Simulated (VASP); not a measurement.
# NiO (F-43m) in VASP: notebook, part 2 of 2

VASP 6.6.1. The steps go on from the part before.

### Step 5. Single point, PBE, collinear spin, ferromagnetic start

Input file INCAR:

```
PREC = Accurate ; ENCUT = 520
EDIFF = 1E-7 ; ISMEAR = -1
SIGMA = 0.05 ; LREAL = F
LASPH = T ; NELM = 150
ALGO = Normal ; ISIF = 2
LWAVE = F ; LCHARG = T
ISPIN = 2 ; MAGMOM = 1 0
LORBIT = 11 ; LMAXMIX = 4
GGA = PE ; LELF = T
LVHAR = T ; NBANDS = 19
```

Input file KPOINTS:

```
Automatic mesh
0
Gamma
  7 7 7
```

Input file POSCAR:

```
NiO
1.0
    0.0000000000      2.2406300000      2.2406300000
    2.2406300000      0.0000000000      2.2406300000
    2.2406300000      2.2406300000      0.0000000000
Ni O
1 1
Direct
    0.0000000000      0.0000000000      0.0000000000
    0.7500000000      0.7500000000      0.7500000000
```

Potentials or basis: VASP PAW PBE potentials, release 64 (Ni, O).

Command:

```bash
$ cat potpaw_PBE.64/Ni/POTCAR potpaw_PBE.64/O/POTCAR > POTCAR
$ mpirun -np 1 vasp_std > vasp.out
```

OUTCAR:

```text
PREC = Accurate
   ENCUT = 520
   EDIFF = 1E-7
   ISMEAR = -1
   LREAL = F
   LASPH = T
   NELM = 150
   ISIF = 2
   ISPIN = 2
   LORBIT = 11
   GGA = PE

 ion  position               nearest neighbor table
   1  0.000  0.000  0.000-   2 1.94   2 1.94   2 1.94   2 1.94
   2  0.750  0.750  0.750-   1 1.94   1 1.94   1 1.94   1 1.94

  LATTYP: Found a face centered cubic cell.
 ALAT       =     4.4812600000

  Lattice vectors:

 A1 = (   0.0000000000,   2.2406300000,   2.2406300000)
 A2 = (   2.2406300000,   0.0000000000,   2.2406300000)
 A3 = (   2.2406300000,   2.2406300000,   0.0000000000)

Analysis of symmetry for initial positions (statically):
=====================================================================
 Subroutine PRICEL returns:
 Original cell was already a primitive cell.

 Routine SETGRP: Setting up the symmetry group for a
 face centered cubic supercell.

 Subroutine GETGRP returns: Found 24 space group operations
 (whereof 24 operations were pure point group operations)
 out of a pool of 48 trial point group operations.

The static configuration has the point symmetry T_d .

Analysis of symmetry for dynamics (positions and initial velocities):
=====================================================================
 Subroutine PRICEL returns:
 Original cell was already a primitive cell.

 Routine SETGRP: Setting up the symmetry group for a
 face centered cubic supercell.

 Subroutine GETGRP returns: Found 24 space group operations
 (whereof 24 operations were pure point group operations)
 out of a pool of 48 trial point group operations.

The dynamic configuration has the point symmetry T_d .

Analysis of structural, dynamic, and magnetic symmetry:
=====================================================================
 Subroutine PRICEL returns:
 Original cell was already a primitive cell.

 Routine SETGRP: Setting up the symmetry group for a
 face centered cubic supercell.

 Subroutine GETGRP returns: Found 24 space group operations
 (whereof 24 operations were pure point group operations)
 out of a pool of 48 trial point group operations.

The overall configuration has the point symmetry T_d .

 Subroutine INISYM returns: Found 24 space group operations
 (whereof 24 operations are pure point group operations),
 and found     1 'primitive' translations

----------------------------------------------------------------------------------------

                                     Primitive cell

  volume of cell :      22.4978

  direct lattice vectors                    reciprocal lattice vectors
     0.000000000  2.240630000  2.240630000    -0.223151524  0.223151524  0.223151524
     2.240630000  0.000000000  2.240630000     0.223151524 -0.223151524  0.223151524
     2.240630000  2.240630000  0.000000000     0.223151524  0.223151524 -0.223151524

  length of vectors
     3.168729334  3.168729334  3.168729334     0.386509778  0.386509778  0.386509778

  position of ions in fractional coordinates (direct lattice)
     0.000000000  0.000000000  0.000000000
     0.750000000  0.750000000  0.750000000

  ion indices of the primitive-cell ions
   primitive index   ion index
                 1           1
                 2           2
[... 59 lines left out ...]
   ISTART =      0    job   : 0-new  1-cont  2-samecut
   ICHARG =      2    charge: 1-file 2-atom 10-const
   ISPIN  =      2    spin polarized calculation?
   LNONCOLLINEAR =      F non collinear calculations
   LSORBIT =      F    spin-orbit coupling
   LASPH  =      T    aspherical Exc in radial PAW
   ENCUT  =  520.0 eV  38.22 Ry    6.18 a.u.   5.89  5.89  5.89*2*pi/ulx,y,z
   NELM   =    150;   NELMIN=  2; NELMDL= -5     # of ELM steps
   EDIFF  = 0.1E-06   stopping-criterion for ELM
   LREAL  =      F    real-space projection
   EDIFFG = 0.1E-05   stopping-criterion for IOM
   NSW    =      0    number of steps for IOM
   IBRION =     -1    ionic relax: 0-MD 1-quasi-New 2-CG
   NFREE  =      0    steps in history (QN), initial steepest desc. (CG)
   ISIF   =      2    stress and relaxation
   ISYM   =      2    0-nonsym 1-usesym 2-fastsym
   POTIM  = 0.5000    time-step for ionic-motion
   TEBEG  =    0.0;   TEEND  =   0.0 temperature during run
   PSTRESS=    0.0 pullay stress
   NELECT =      16.0000    total number of electrons
   NUPDOWN=      -1.0000    fix difference up-down
   EMIN   =  10.00;   EMAX   =-10.00  energy-range for DOS
   EFERMI =   0.00;   METHOD = LEGACY
   ISMEAR =    -1;   SIGMA  =   0.05  broadening in eV -4-tet -1-fermi 0-gaus
   EFERMI_NEDOS =   21; number of points for ismear=-14 and -15
   IALGO  =     38    algorithm
   IMIX   =      4    mixing-type and parameters
     AMIX     =   0.40;   BMIX     =  1.00
     AMIX_MAG =   1.60;   BMIX_MAG =  1.00
  volume/ion in A,a.u.               =      11.25        75.91
  Fermi-wavevector in a.u.,A,eV,Ry     =   1.461284  2.761427 29.053220  2.135351
  Thomas-Fermi vector in A             =   2.577634
   LORBIT       =     11    0 simple, 1 ext, 2 COOP (PROOUT), +10 PAW based schemes
   GGA     = PE    functional components
   LHFCALC =     F    Hartree Fock is set to
   AEXX    =    0.0000 exact exchange contribution
   IVDW    =     0    specifies the selected vdW correction
   LEPSILON=     F    determine dielectric tensor
   LRPA    =     F    only Hartree local field effects (RPA)
 spin polarized calculation
  energy-cutoff  :      520.00
  volume of cell :       22.50
 maximum number of plane-waves:       620
   NGX = 11   NGY = 11   NGZ = 11

 number of electron      16.0000007 magnetization       1.8634257

 Free energy of the ion-electron system (eV)
  ---------------------------------------------------
  ext. energy  EPLUGINS =         0.00000000
  ---------------------------------------------------
  free energy    TOTEN  =       -11.60240194 eV

  energy without entropy =      -11.58575635  energy(sigma->0) =      -11.59407915

 E-fermi :   5.5792     XC(G=0): -11.2355

 val. band max:        5.5219928737   @ k =  -0.4286   0.4286   0.0000
 cond. band min:       5.5795302316   @ k =   0.4286   0.4286   0.0000
 fundamental gap:      0.0575373578
 Fermi energy:         5.5792490691

 spin component 1

 k-point     1 :       0.0000    0.0000    0.0000
  band No.  band energies     occupation
      1     -14.3644      1.00000
      2      -0.3858      1.00000
      3      -0.3858      1.00000
      4      -0.3858      1.00000
      5       3.1832      1.00000
      6       3.1832      1.00000
[... 416 lines left out ...]
      5       2.4616      1.00000
      6       3.0102      1.00000
[... 11 lines left out ...]
     18      34.1728      0.00000
     19      35.0500      0.00000
 Fermi energy:         5.5792490691

 spin component 2

 k-point     1 :       0.0000    0.0000    0.0000
  band No.  band energies     occupation
      1     -13.7885      1.00000
      2       0.5855      1.00000
      3       0.5855      1.00000
      4       0.5855      1.00000
      5       4.2271      1.00000
      6       4.2271      1.00000
[... 417 lines left out ...]
      6       4.3742      1.00000
[... 11 lines left out ...]
     18      34.4748      0.00000
     19      35.1515      0.00000

------------------------ aborting loop because EDIFF is reached ----------------------------------------

  FORCE on cell =-STRESS in cart. coord.  units (eV):
  Direction    XX          YY          ZZ          XY          YZ          ZX
  --------------------------------------------------------------------------------------
  -------------------------------------------------------------------------------------
  Total       -0.0147589     -0.0147589     -0.0147589      0.0000000      0.0000000     -0.0000000
  in kB       -1.0510490     -1.0510490     -1.0510490      0.0000000      0.0000000     -0.0000000
  external PRESSURE =      -1.0510490 kB  Pullay stress =       0.0000000 kB

 VOLUME and BASIS-vectors are now :
 -----------------------------------------------------------------------------
  energy-cutoff  :      520.00
  volume of cell :       22.50
      direct lattice vectors                 reciprocal lattice vectors
     0.000000000  2.240630000  2.240630000    -0.223151524  0.223151524  0.223151524
     2.240630000  0.000000000  2.240630000     0.223151524 -0.223151524  0.223151524
     2.240630000  2.240630000  0.000000000     0.223151524  0.223151524 -0.223151524

 POSITION                                       TOTAL-FORCE (eV/Angst)
 -----------------------------------------------------------------------------------
      0.00000      0.00000      0.00000         0.000000      0.000000      0.000000
      3.36095      3.36095      3.36095        -0.000000     -0.000000     -0.000000
 -----------------------------------------------------------------------------------
    total drift:                               -0.000001     -0.000001     -0.000001

  FREE ENERGIE OF THE ION-ELECTRON SYSTEM (eV)
  ---------------------------------------------------
  free  energy   TOTEN  =       -11.6024019445 eV

  energy  without entropy=      -11.5857563466  energy(sigma->0) =      -11.59407915

 total charge

# of ion       s       p       d       tot
------------------------------------------
    1        0.380   0.479   8.243   9.101
    2        1.556   3.416   0.000   4.972
--------------------------------------------------
tot          1.936   3.894   8.243  14.073

 magnetization (x)

# of ion       s       p       d       tot
------------------------------------------
    1        0.003   0.038   1.423   1.464
    2        0.016   0.329   0.000   0.345
--------------------------------------------------
tot          0.019   0.367   1.423   1.809
```

It took 18 s on 1 thread of Intel Xeon Platinum 8488C (Sapphire Rapids), shared host; peak memory 0.15 GiB.

What came out:

```yaml
Free_energy: -11.6024 eV
Pressure: -0.1 GPa
Net_moment: 1.86 μB per cell
Site_moments: Ni +1.46; O +0.34 μB
Valence_electrons_inside_the_program's_atomic_spheres: Ni 9.10; O 4.97
```

Caveat: a cell with one magnetic atom can't hold antiferromagnetic order, which such compounds often take; semilocal functionals often make such compounds metallic where correlation or magnetic order opens a gap, which also shifts bond lengths. With open d or f shells a metallic result of PBE can be an artefact of self-interaction; +U or a hybrid may open a gap.

### Step 6. Single point, LDA, collinear spin, ferromagnetic start

Input file INCAR:

```
SYSTEM = NiO
ALGO = Normal
EDIFF = 1E-6
ENCUT = 520
GGA = CA
ISIF = 2
ISMEAR = -1
ISPIN = 2
LASPH = .True.
LCHARG = .False.
LMAXMIX = 4
LORBIT = 11
LREAL = .False.
LWAVE = .False.
MAGMOM = 1 0
NBANDS = 19
NELM = 150
PREC = Accurate
SIGMA = 0.05
```

Input file KPOINTS:

```
k-points
0
Gamma
  7 7 7
  0 0 0
```

POSCAR is that of step 5.

Potentials or basis: VASP PAW LDA potentials, release 64 (Ni, O).

Command:

```bash
$ cat potpaw_LDA.64/Ni/POTCAR potpaw_LDA.64/O/POTCAR > POTCAR
$ mpirun -np 1 vasp_std > vasp.out
```

Run time: 11 s. Hardware: 1 thread of Intel Xeon Platinum 8488C (Sapphire Rapids), shared host; peak memory 0.14 GiB.

The run converged. Its results:

```yaml
Free_energy: -13.3326 eV
Pressure: -15.8 GPa
Net_moment: 1.51 μB per cell
Site_moments: Ni +1.19; O +0.28 μB
Valence_electrons_inside_the_program's_atomic_spheres: Ni 9.14; O 4.92
```

Levels at points of the mesh, in eV from the Fermi level:
Spin up:
| k point | band 6 | band 7 | band 8 | band 9 | band 10 | band 11 | band 12 | band 13 |
| --- | --- | --- | --- | --- | --- | --- | --- | --- |
| (0.00, 0.00, 0.00) | -2.13 | 0.52 | 0.52 | 0.52 | 0.54 | 14.21 | 14.21 | 14.21 |
Spin down:
```csv
k point,band 5,band 6,band 7,band 8,band 9,band 10
"(0.00, 0.00, 0.00)",-1.19,-1.19,0.79,1.60,1.60,1.60
```

Caveat: a cell with one magnetic atom can't hold antiferromagnetic order, which such compounds often take; semilocal functionals often make such compounds metallic where correlation or magnetic order opens a gap, which also shifts bond lengths. With open d or f shells a metallic result of LDA can be an artefact of self-interaction; +U or a hybrid may open a gap.

### Step 7. Summary

```tsv
level	potentials or basis	cell	k mesh	gap on the mesh (eV)	pressure (GPa)	moment (μB)
PBE	VASP PAW PBE potentials, release 64 (Ni, O)	a = 3.169 Å, angles 60.0°, 2 atoms	10 × 10 × 10	none	0.3	1.91
PBE	VASP PAW PBE potentials, release 64 (Ni, O)	a = 3.104 Å, angles 60.0°, 2 atoms	10 × 10 × 10	none	10.2	1.76
PBE	VASP PAW PBE potentials, release 64 (Ni, O)	a = 3.231 Å, angles 60.0°, 2 atoms	10 × 10 × 10	none	-7.1	1.97
PBE	VASP PAW PBE potentials, release 64 (Ni, O)	a = 3.169 Å, angles 60.0°, 2 atoms	7 × 7 × 7	none	-0.1	1.86
LDA	VASP PAW LDA potentials, release 64 (Ni, O)	a = 3.169 Å, angles 60.0°, 2 atoms	7 × 7 × 7	none	-15.8	1.51
```

Alike in all rows: task single point; spin collinear, ferromagnetic start; cutoff (eV) 520; smearing fermi-dirac 0.05 eV.

Caveats: a cell with one magnetic atom can't hold antiferromagnetic order, which such compounds often take; semilocal functionals often make such compounds metallic where correlation or magnetic order opens a gap, which also shifts bond lengths.

Absolute energies hang on the potentials; compare differences alone.
